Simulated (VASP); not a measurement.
TaC, 2 atoms in the cell. The structure is cubic, space group Fm-3m (No. 225). The conventional cell has a = 4.454 Å, b = 4.454 Å, c = 4.454 Å, α = 90.00°, β = 90.00°, γ = 90.00°. Ta (site symmetry m-3m) has 6 C at 2.23 Å within 2.9 Å. Within 2.9 Å of C (site symmetry m-3m) lie 6 Ta at 2.23 Å. 

- Program: VASP 6.6.1
- Task: single point
- Functional: LDA
- Potentials or basis: VASP PAW LDA potentials, release 64 (Ta_pv, C)
- Cutoff: 600 eV
- k mesh: 8 × 8 × 8
- Occupations: gaussian, width 0.1 eV
- Spin: no spin polarisation
- Dipole correction: no
- Further INCAR settings: ALGO = Normal; EDIFF = 1e-06; NBANDS = 14

Potentials or basis: VASP PAW LDA potentials, release 64 (Ta_pv, C).

Launch:

```bash
$ cat potpaw_LDA.64/Ta_pv/POTCAR potpaw_LDA.64/C/POTCAR > POTCAR
$ mpirun -np 1 vasp_std > vasp.out
```

Hardware: 1 thread of Intel(R) Xeon(R) Platinum 8375C CPU @ 2.90GHz (Ice Lake), with other jobs on the host.

How long does it take, and how much memory?

Run time: 9.5 s on 1 thread of Intel(R) Xeon(R) Platinum 8375C CPU @ 2.90GHz (Ice Lake) (shared host), peak memory 0.15 GiB. Counts: scf iterations 12, k points 29.
